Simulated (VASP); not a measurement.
# Si5O (P6/mmm) in VASP: a series of runs

The runs below take Si5O through relaxation of cell and atoms, with PBE.

Everything below comes from runs of VASP 6.6.1. Logs are shortened: lines on timing, memory, paths and dates and some standing lists are left out, and cuts for length are marked.

## (1) The cell of the first run

Symmetry: P6/mmm, No. 191, hexagonal system. Conventional cell: a = 4.883 Å, b = 4.883 Å, c = 5.818 Å, α = 90.00°, β = 90.00°, γ = 120.00°. Within 2.2 Å of Si (site symmetry 6mm) lie 1 O at 1.65 Å. Si (site symmetry mmm) has 8 Si at 2.44 to 2.75 Å within 3.2 Å. Within 2.2 Å of O (site symmetry 6/mmm) lie 2 Si at 1.65 Å.

The cell was generated, and may not be a known phase.

## (2) Relaxation of cell and atoms, PBE

INCAR reads:

```
ALGO = Normal
EDIFF = 1E-7
EDIFFG = -0.01
ENCUT = 600
GGA = PE
IBRION = 2
ISIF = 3
ISMEAR = 0
LASPH = T
LCHARG = F
LREAL = F
LWAVE = F
NELM = 60
NSW = 100
PREC = Accurate
SIGMA = 0.1
```

KPOINTS reads:

```
k-points
0
Gamma
  12 12 6
```

POSCAR reads:

```
Si5O
1.0
    4.8833593215      0.0000000000      0.0000000000
   -2.4416796608      4.2291132282      0.0000000000
    0.0000000000      0.0000000000      5.8179068751
Si O
5 1
Direct
    0.0000000000      0.0000000000      0.7835442031
    0.0000000000      0.0000000000      0.2164557969
    0.5000000000      0.0000000000      0.0000000000
    0.0000000000      0.5000000000      0.0000000000
    0.5000000000      0.5000000000      0.0000000000
    0.0000000000      0.0000000000      0.5000000000
```

Potentials or basis: VASP PAW PBE potentials, release 64 (Si, O).

Launch:

```
cat potpaw_PBE.64/Si/POTCAR potpaw_PBE.64/O/POTCAR > POTCAR
mpirun -np 1 vasp_std > vasp.out
```

OUTCAR:

```text
EDIFF = 1E-7
   EDIFFG = -0.01
   ENCUT = 600
   GGA = PE
   IBRION = 2
   ISIF = 3
   ISMEAR = 0
   LASPH = T
   LREAL = F
   NELM = 60
   NSW = 100
   PREC = Accurate

 ion  position               nearest neighbor table
   1  0.000  0.000  0.784-   6 1.65   2 2.52   5 2.75   5 2.75   3 2.75   3 2.75   4 2.75   4 2.75

   2  0.000  0.000  0.216-   6 1.65   1 2.52   5 2.75   5 2.75   3 2.75   3 2.75   4 2.75   4 2.75

   3  0.500  0.000  0.000-   4 2.44   4 2.44   5 2.44   5 2.44   1 2.75   1 2.75   2 2.75   2 2.75

   4  0.000  0.500  0.000-   3 2.44   3 2.44   5 2.44   5 2.44   1 2.75   2 2.75   1 2.75   2 2.75

   5  0.500  0.500  0.000-   4 2.44   4 2.44   3 2.44   3 2.44   1 2.75   2 2.75   1 2.75   2 2.75

   6  0.000  0.000  0.500-   1 1.65   2 1.65

  LATTYP: Found a hexagonal cell.
 ALAT       =     4.8833593215
 C/A-ratio  =     1.1913739072

  Lattice vectors:

 A1 = (   4.8833593215,   0.0000000000,   0.0000000000)
 A2 = (  -2.4416796608,   4.2291132282,   0.0000000000)
 A3 = (   0.0000000000,   0.0000000000,   5.8179068751)

Analysis of symmetry for initial positions (statically):
=====================================================================
 Subroutine PRICEL returns:
 Original cell was already a primitive cell.

 Routine SETGRP: Setting up the symmetry group for a
 hexagonal supercell.

 Subroutine GETGRP returns: Found 24 space group operations
 (whereof 24 operations were pure point group operations)
 out of a pool of 24 trial point group operations.

The static configuration has the point symmetry D_6h.

Analysis of symmetry for dynamics (positions and initial velocities):
=====================================================================
 Subroutine PRICEL returns:
 Original cell was already a primitive cell.

 Routine SETGRP: Setting up the symmetry group for a
 hexagonal supercell.

 Subroutine GETGRP returns: Found 24 space group operations
 (whereof 24 operations were pure point group operations)
 out of a pool of 24 trial point group operations.

The dynamic configuration has the point symmetry D_6h.

 Subroutine INISYM returns: Found 24 space group operations
 (whereof 24 operations are pure point group operations),
 and found     1 'primitive' translations

----------------------------------------------------------------------------------------

                                     Primitive cell

  volume of cell :     120.1530

  direct lattice vectors                    reciprocal lattice vectors
     4.883359322  0.000000000  0.000000000     0.204777067  0.118228095  0.000000000
[... 103 lines left out ...]
   TEBEG  =    0.0;   TEEND  =   0.0 temperature during run
   PSTRESS=    0.0 pullay stress
   NELECT =      26.0000    total number of electrons
   NUPDOWN=      -1.0000    fix difference up-down
   EMIN   =  10.00;   EMAX   =-10.00  energy-range for DOS
   EFERMI =   0.00;   METHOD = LEGACY
   ISMEAR =     0;   SIGMA  =   0.10  broadening in eV -4-tet -1-fermi 0-gaus
   EFERMI_NEDOS =   21; number of points for ismear=-14 and -15
   IALGO  =     38    algorithm
   IMIX   =      4    mixing-type and parameters
     AMIX     =   0.40;   BMIX     =  1.00
     AMIX_MAG =   1.60;   BMIX_MAG =  1.00
  volume/ion in A,a.u.               =      20.03       135.14
  Fermi-wavevector in a.u.,A,eV,Ry     =   0.982851  1.857319 13.143175  0.965996
  Thomas-Fermi vector in A             =   2.113965
   LORBIT       =      0    0 simple, 1 ext, 2 COOP (PROOUT), +10 PAW based schemes
   GGA     = PE    functional components
   LHFCALC =     F    Hartree Fock is set to
   AEXX    =    0.0000 exact exchange contribution
   IVDW    =     0    specifies the selected vdW correction
   LEPSILON=     F    determine dielectric tensor
   LRPA    =     F    only Hartree local field effects (RPA)
 conjugate gradient relaxation of ions
 non-spin polarized calculation
 Gauss-broadening in eV      SIGMA  =   0.10
  energy-cutoff  :      600.00
  volume of cell :      120.15
 maximum number of plane-waves:      4032
 NGX is ok and might be reduce to    40
   NGX = 19   NGY = 19   NGZ = 23

--------------------------------------- Ionic step        1  -------------------------------------------

 number of electron      25.9999998 magnetization

 Free energy of the ion-electron system (eV)
  ---------------------------------------------------
  ext. energy  EPLUGINS =         0.00000000
  ---------------------------------------------------
  free energy    TOTEN  =       -32.01579630 eV

  energy without entropy =      -32.00483847  energy(sigma->0) =      -32.01031738

------------------------ aborting loop because EDIFF is reached ----------------------------------------

  FORCE on cell =-STRESS in cart. coord.  units (eV):
  Direction    XX          YY          ZZ          XY          YZ          ZX
  --------------------------------------------------------------------------------------
  -------------------------------------------------------------------------------------
  Total       -0.2759557     -0.2759557      0.1141576      0.0000000      0.0000000      0.0000000
  in kB       -3.6797230     -3.6797230      1.5222308      0.0000000      0.0000000      0.0000000
  external PRESSURE =      -1.9457384 kB  Pullay stress =       0.0000000 kB
[... 147 lines left out ...]
--------------------------------------- Ionic step        5  -------------------------------------------

 number of electron      25.9999998 magnetization

 Free energy of the ion-electron system (eV)
  ---------------------------------------------------
  ext. energy  EPLUGINS =         0.00000000
  ---------------------------------------------------
  free energy    TOTEN  =       -32.01652061 eV

  energy without entropy =      -32.00595565  energy(sigma->0) =      -32.01123813

 E-fermi :   5.1123     XC(G=0):  -8.6654

 val. band max:        5.0839028551   @ k =   0.5000  -0.0000   0.0000
 cond. band min:       5.1142557134   @ k =   0.2500   0.2500   0.1667
 fundamental gap:      0.0303528582
 Fermi energy:         5.1123404919

 k-point     1 :       0.0000    0.0000    0.0000
  band No.  band energies     occupation
      1     -15.9794      2.00000
      2      -8.0546      2.00000
      3      -5.5280      2.00000
      4      -1.0825      2.00000
      5      -1.0825      2.00000
      6      -0.7372      2.00000
[... 457 lines left out ...]
      4      -4.4060      2.00000
      5      -2.0975      2.00000
      6      -1.9237      2.00000
[... 9 lines left out ...]
     16       6.6381      0.00000
     17       7.8126      0.00000

 [... further k-points ...]
[... 5 lines left out ...]
  --------------------------------------------------------------------------------------
  -------------------------------------------------------------------------------------
  Total        0.0068352      0.0068352      0.0274834     -0.0000000      0.0000000      0.0000000
  in kB        0.0914881      0.0914881      0.3678592     -0.0000000      0.0000000      0.0000000
  external PRESSURE =       0.1836118 kB  Pullay stress =       0.0000000 kB
[... 21 lines left out ...]
  FREE ENERGIE OF THE ION-ELECTRON SYSTEM (eV)
  ---------------------------------------------------
  free  energy   TOTEN  =       -32.0165206129 eV

  energy  without entropy=      -32.0059556467  energy(sigma->0) =      -32.01123813

 reached required accuracy - stopping structural energy minimisation
```

CONTCAR:

```text
Si5O
   1.00000000000000
     4.8720021676098195    0.0000000000001343    0.0000000000000000
    -2.4360010838546775    4.2192776444165325   -0.0000000000000000
     0.0000000000000000    0.0000000000000000    5.8231027099692394
  Si              O
     5     1
Direct
     1.0000000000000000    0.0000000000000000    0.7833314952762753
     0.0000000000000000    0.0000000000000000    0.2166685047237247
     0.5000000000000000    0.0000000000000000    0.0000000000000000
     0.0000000000000000    0.5000000000000000    0.0000000000000000
     0.5000000000000000    0.5000000000000000    0.0000000000000000
     0.0000000000000000    0.0000000000000000    0.5000000000000000

  0.00000000E+00  0.00000000E+00  0.00000000E+00
  0.00000000E+00  0.00000000E+00  0.00000000E+00
  0.00000000E+00  0.00000000E+00  0.00000000E+00
  0.00000000E+00  0.00000000E+00  0.00000000E+00
  0.00000000E+00  0.00000000E+00  0.00000000E+00
  0.00000000E+00  0.00000000E+00  0.00000000E+00
```

Wall time 4.1 min (1 thread of Intel Xeon 6975P-C (Granite Rapids), shared host); peak memory 0.37 GiB.

Results:

| Item | Value |
| --- | --- |
| Free energy | -32.0165 eV |
| Relaxed volume | 19.95 Å³/atom |
| Relaxed cell | a = 4.872 Å, b = 4.872 Å, c = 5.823 Å, α = 90.00°, β = 90.00°, γ = 120.00° |
| Space group after relaxing (to 0.1 Å) | P6/mmm (No. 191) |
| Energy gained by relaxing | 0.1 meV/atom |
| Ionic steps | 5 |
| Pressure after relaxing | 0.0 GPa |
| Band gap on the k mesh | zero (bands 13 and 14 overlap by 1.99 eV) |

Step by step:
```tsv
step	energy change (eV)	largest force (eV/Å)	pressure (GPa)	volume (Å³)
1	0.0000	0.0142	-0.19	120.15
2	-0.0007	0.0237	-0.01	119.73
3	-0.0007	0.0240	-0.01	119.72
4	-0.0007	0.0279	0.05	119.68
5	-0.0007	0.0012	0.02	119.70
```

Final structure:
```yaml
crystal:
  lattice:
    - [4.87200, 0.00000, 0.00000]
    - [-2.43600, 4.21928, 0.00000]
    - [0.00000, 0.00000, 5.82310]
  atoms:
    - { symbol: Si, position: [0.00000, 0.00000, 0.78333] }
    - { symbol: Si, position: [0.00000, 0.00000, 0.21667] }
    - { symbol: Si, position: [0.50000, 0.00000, 0.00000] }
    - { symbol: Si, position: [0.00000, 0.50000, 0.00000] }
    - { symbol: Si, position: [0.50000, 0.50000, 0.00000] }
    - { symbol: O, position: [0.00000, 0.00000, 0.50000] }
```

(Continued in part 2 of 2.)

The gap in the log of VASP goes by the Fermi energy; the results here count the filled bands.